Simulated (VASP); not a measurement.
# SrCo2 (P6/mmm) in VASP: notebook

The runs below take SrCo2 through single point, relaxation of cell and atoms, with PBE.

Program: VASP 6.6.1. These are calculated values, not measurements. Logs are shortened: lines on timing, memory, paths and dates and some standing lists are left out, and cuts for length are marked.

## Step 1: The cell of the first run

Symmetry: P6/mmm, No. 191, hexagonal system. Conventional cell: a = 3.751 Å, b = 3.751 Å, c = 4.050 Å, α = 90.00°, β = 90.00°, γ = 120.00°. Within 4.1 Å of Sr (site symmetry 6/mmm) lie 12 Co at 2.97 Å and 8 Sr at 3.75 to 4.05 Å. Within 3.0 Å of Co (site symmetry -6m2) lie 3 Co at 2.17 Å and 6 Sr at 2.97 Å.

## Step 2: Single point, PBE, collinear spin, ferromagnetic start

INCAR

```
ALGO     = Normal         # electronic algorithm
EDIFF    = 1E-7           # SCF threshold, eV
ENCUT    = 520            # plane-wave cutoff, eV
GGA      = PE             # functional
ISIF     = 2              # what is computed and relaxed
ISMEAR   = 0              # smearing method
ISPIN    = 2              # spin polarisation
LASPH    = T              # aspherical terms in the spheres
LCHARG   = T              # write CHGCAR
LELF     = T              # ELF
LMAXMIX  = 4              # l up to which the mixer works
LORBIT   = 11             # projections on sites
LREAL    = F              # projectors in reciprocal space
LVHAR    = T            
LWAVE    = F              # write WAVECAR
MAGMOM   = 0 3 3          # initial moments
NBANDS   = 25             # bands
NELM     = 150            # most SCF steps
PREC     = Accurate       # precision mode
SIGMA    = 0.1            # smearing width, eV
```

KPOINTS

```
k-points
0
Gamma
  6 6 4
```

POSCAR

```
SrCo2
1.0
    3.7513752219      0.0000000000      0.0000000000
   -1.8756876109      3.2487862413      0.0000000000
    0.0000000000      0.0000000000      4.0504881964
Sr Co
1 2
Direct
    0.0000000000      0.0000000000      0.0000000000
    0.3333333333      0.6666666667      0.5000000000
    0.6666666667      0.3333333333      0.5000000000
```

Potentials or basis: VASP PAW PBE potentials, release 64 (Sr_sv, Co).

The run is started by

```sh
$ cat potpaw_PBE.64/Sr_sv/POTCAR potpaw_PBE.64/Co/POTCAR > POTCAR
$ mpirun -np 1 vasp_std > vasp.out
```

OUTCAR:

```text
EDIFF = 1E-7
   ENCUT = 520
   GGA = PE
   ISIF = 2
   ISMEAR = 0
   ISPIN = 2
   LASPH = T
   LORBIT = 11
   LREAL = F
   NELM = 150
   PREC = Accurate

 ion  position               nearest neighbor table
   1  0.000  0.000  0.000-   2 2.97   3 2.97   2 2.97   3 2.97   2 2.97   2 2.97   3 2.97   3 2.97
                             3 2.97   3 2.97   2 2.97   2 2.97
   2  0.333  0.667  0.500-   3 2.17   3 2.17   3 2.17   1 2.97   1 2.97   1 2.97   1 2.97   1 2.97
                             1 2.97
   3  0.667  0.333  0.500-   2 2.17   2 2.17   2 2.17   1 2.97   1 2.97   1 2.97   1 2.97   1 2.97
                             1 2.97

  LATTYP: Found a hexagonal cell.
 ALAT       =     3.7513752219
 C/A-ratio  =     1.0797342193

  Lattice vectors:

 A1 = (   3.7513752219,   0.0000000000,   0.0000000000)
 A2 = (  -1.8756876109,   3.2487862413,   0.0000000000)
 A3 = (   0.0000000000,   0.0000000000,   4.0504881964)

Analysis of symmetry for initial positions (statically):
=====================================================================
 Subroutine PRICEL returns:
 Original cell was already a primitive cell.

 Routine SETGRP: Setting up the symmetry group for a
 hexagonal supercell.

 Subroutine GETGRP returns: Found 24 space group operations
 (whereof 24 operations were pure point group operations)
 out of a pool of 24 trial point group operations.

The static configuration has the point symmetry D_6h.

Analysis of symmetry for dynamics (positions and initial velocities):
=====================================================================
 Subroutine PRICEL returns:
 Original cell was already a primitive cell.

 Routine SETGRP: Setting up the symmetry group for a
 hexagonal supercell.

 Subroutine GETGRP returns: Found 24 space group operations
 (whereof 24 operations were pure point group operations)
 out of a pool of 24 trial point group operations.

The dynamic configuration has the point symmetry D_6h.

Analysis of structural, dynamic, and magnetic symmetry:
=====================================================================
 Subroutine PRICEL returns:
 Original cell was already a primitive cell.

 Routine SETGRP: Setting up the symmetry group for a
 hexagonal supercell.

 Subroutine GETGRP returns: Found 24 space group operations
 (whereof 24 operations were pure point group operations)
[... 121 lines left out ...]
  volume/ion in A,a.u.               =      16.45       111.04
  Fermi-wavevector in a.u.,A,eV,Ry     =   1.355151  2.560865 24.986222  1.836435
  Thomas-Fermi vector in A             =   2.482263
   LORBIT       =     11    0 simple, 1 ext, 2 COOP (PROOUT), +10 PAW based schemes
   GGA     = PE    functional components
   LHFCALC =     F    Hartree Fock is set to
   AEXX    =    0.0000 exact exchange contribution
   IVDW    =     0    specifies the selected vdW correction
   LEPSILON=     F    determine dielectric tensor
   LRPA    =     F    only Hartree local field effects (RPA)
 spin polarized calculation
 Gauss-broadening in eV      SIGMA  =   0.10
  energy-cutoff  :      520.00
  volume of cell :       49.36
 maximum number of plane-waves:      1341
 NGX is ok and might be reduce to    28
   NGX = 13   NGY = 13   NGZ = 15

 number of electron      28.0000004 magnetization       2.0243028

 Free energy of the ion-electron system (eV)
  ---------------------------------------------------
  ext. energy  EPLUGINS =         0.00000000
  ---------------------------------------------------
  free energy    TOTEN  =       -14.20157813 eV

  energy without entropy =      -14.19393353  energy(sigma->0) =      -14.19775583

 E-fermi :   6.2652     XC(G=0): -11.3449

 val. band max:        6.2527337319   @ k =   0.3333   0.0000   0.5000
 cond. band min:       6.2668852985   @ k =   0.1667   0.1667   0.0000
 fundamental gap:      0.0141515666
 Fermi energy:         6.2651612217

 spin component 1

 k-point     1 :       0.0000    0.0000    0.0000
  band No.  band energies     occupation
      1     -27.6123      1.00000
      2      -9.7366      1.00000
      3      -9.5481      1.00000
      4      -9.5481      1.00000
      5       0.1473      1.00000
      6       2.9941      1.00000
[... 577 lines left out ...]
     24      17.2879      0.00000
     25      17.2879      0.00000
 Fermi energy:         6.2651612217

 spin component 2

 k-point     1 :       0.0000    0.0000    0.0000
  band No.  band energies     occupation
      1     -27.6613      1.00000
      2      -9.7953      1.00000
      3      -9.6052      1.00000
      4      -9.6052      1.00000
      5       0.1575      1.00000
      6       3.4344      1.00000
[... 577 lines left out ...]
     24      17.3876      0.00000
     25      17.3876      0.00000

------------------------ aborting loop because EDIFF is reached ----------------------------------------

  FORCE on cell =-STRESS in cart. coord.  units (eV):
  Direction    XX          YY          ZZ          XY          YZ          ZX
  --------------------------------------------------------------------------------------
  -------------------------------------------------------------------------------------
  Total        5.8677147      5.8677147      7.1124180      0.0000000      0.0000000     -0.0000000
  in kB      190.4410466    190.4410466    230.8388191      0.0000000      0.0000000     -0.0000000
  external PRESSURE =     203.9069708 kB  Pullay stress =       0.0000000 kB

 VOLUME and BASIS-vectors are now :
 -----------------------------------------------------------------------------
  energy-cutoff  :      520.00
  volume of cell :       49.36
      direct lattice vectors                 reciprocal lattice vectors
     3.751375222  0.000000000  0.000000000     0.266568909  0.153903631  0.000000000
    -1.875687611  3.248786241  0.000000000     0.000000000  0.307807263  0.000000000
     0.000000000  0.000000000  4.050488196     0.000000000  0.000000000  0.246883820

 POSITION                                       TOTAL-FORCE (eV/Angst)
 -----------------------------------------------------------------------------------
      0.00000      0.00000      0.00000         0.000000      0.000000      0.000000
     -0.00000      2.16586      2.02524        -0.000000      0.000000      0.000000
      1.87569      1.08293      2.02524         0.000000     -0.000000     -0.000000
 -----------------------------------------------------------------------------------
    total drift:                               -0.000000      0.000000     -0.000000

  FREE ENERGIE OF THE ION-ELECTRON SYSTEM (eV)
  ---------------------------------------------------
  free  energy   TOTEN  =       -14.2015781257 eV

  energy  without entropy=      -14.1939335329  energy(sigma->0) =      -14.19775583

 total charge

# of ion       s       p       d       tot
------------------------------------------
    1        2.059   5.780   0.380   8.219
    2        0.616   0.403   7.400   8.418
    3        0.616   0.403   7.400   8.418
--------------------------------------------------
tot          3.291   6.586  15.179  25.056

 magnetization (x)

# of ion       s       p       d       tot
------------------------------------------
    1       -0.007  -0.015  -0.051  -0.074
    2       -0.002  -0.023   1.139   1.114
    3       -0.002  -0.023   1.139   1.114
--------------------------------------------------
tot         -0.011  -0.062   2.226   2.154
```

It took 2.3 min on 1 thread of Intel Xeon 8259CL, shared host; peak memory 0.2 GiB.

What came out:

```
Free energy                                           : -14.2016 eV
Pressure                                              : 20.4 GPa
Band gap on the k mesh                                : zero (filled and empty bands overlap)
Net moment                                            : 2.02 μB per cell
Site moments                                          : Sr -0.07; Co +1.11 μB
Valence electrons inside the program's atomic spheres : Sr 8.22; Co 8.42
```

Caveat: the k points lie up to 0.39 Å⁻¹ apart, too coarse for converged energies and pressures of a metal.

## Step 3: Single point, PBE, collinear spin, ferromagnetic start

This run uses another cell than the first one, of 20.50 Å³/atom.

INCAR

```
SYSTEM = SrCo2
PREC = Accurate
ENCUT = 520
EDIFF = 1E-6
ISMEAR = 0
SIGMA = 0.1
LREAL = .False.
LASPH = .True.
NELM = 150
ALGO = Normal
ISIF = 2
LWAVE = .False.
LCHARG = .False.
ISPIN = 2
MAGMOM = 0 1.24 1.24
LORBIT = 11
LMAXMIX = 4
GGA = PE
NBANDS = 25
```

KPOINTS

```
Automatic mesh
0
Gamma
  6 6 4
  0 0 0
```

POSCAR

```
SrCo2
1.0
    3.8707226701      0.0000000000      0.0000000000
   -1.9353613350      3.3521441633      0.0000000000
    0.0000000000      0.0000000000      4.7401136422
Sr Co
1 2
Direct
    0.0000000000      0.0000000000      0.0000000000
    0.3333333333      0.6666666667      0.5000000000
    0.6666666667      0.3333333333      0.5000000000
```

Potentials or basis: VASP PAW PBE potentials, release 64 (Sr_sv, Co).

The run is started by

```sh
$ cat potpaw_PBE.64/Sr_sv/POTCAR potpaw_PBE.64/Co/POTCAR > POTCAR
$ mpirun -np 1 vasp_std > vasp.out
```

It took 2.9 min on 1 thread of Intel Xeon 8259CL, shared host; peak memory 0.23 GiB.

Results (log left out):

```yaml
Free_energy: -14.9127 eV
Pressure: 0.0 GPa
Net_moment: 2.09 μB per cell
Site_moments: Sr -0.09; Co +1.25 μB
Valence_electrons_inside_the_program's_atomic_spheres: Sr 8.04; Co 8.19
```

Levels at points of the mesh, in eV from the Fermi level:
Spin up:
| k point | band 12 | band 13 | band 14 | band 15 | band 16 | band 17 | band 18 | band 19 |
| --- | --- | --- | --- | --- | --- | --- | --- | --- |
| (0.00, 0.00, 0.00) | -2.01 | -1.07 | -1.07 | -0.82 | 1.94 | 2.09 | 3.62 | 3.62 |
| (0.50, 0.00, 0.00) | -1.72 | -1.45 | -0.74 | -0.45 | 0.53 | 1.95 | 2.82 | 4.22 |
| (0.00, 0.00, 0.50) | -2.12 | -1.95 | -0.98 | -0.98 | -0.73 | 4.27 | 4.45 | 4.45 |
| (0.50, 0.00, 0.50) | -1.22 | -0.75 | -0.50 | -0.44 | 0.35 | 1.09 | 2.26 | 2.60 |
Spin down:
| k point | band 10 | band 11 | band 12 | band 13 | band 14 | band 15 | band 16 | band 17 |
| --- | --- | --- | --- | --- | --- | --- | --- | --- |
| (0.00, 0.00, 0.00) | -1.06 | -0.97 | -0.97 | 0.19 | 0.39 | 0.39 | 1.71 | 2.13 |
| (0.50, 0.00, 0.00) | -1.15 | -1.06 | -0.73 | -0.69 | 0.81 | 0.85 | 1.64 | 2.27 |
| (0.00, 0.00, 0.50) | -1.13 | -1.13 | -1.06 | -1.06 | 0.32 | 0.55 | 0.55 | 4.08 |
| (0.50, 0.00, 0.50) | -0.99 | -0.61 | -0.44 | -0.16 | 0.82 | 0.83 | 1.06 | 1.51 |

(Continued in part 2 of 2.)
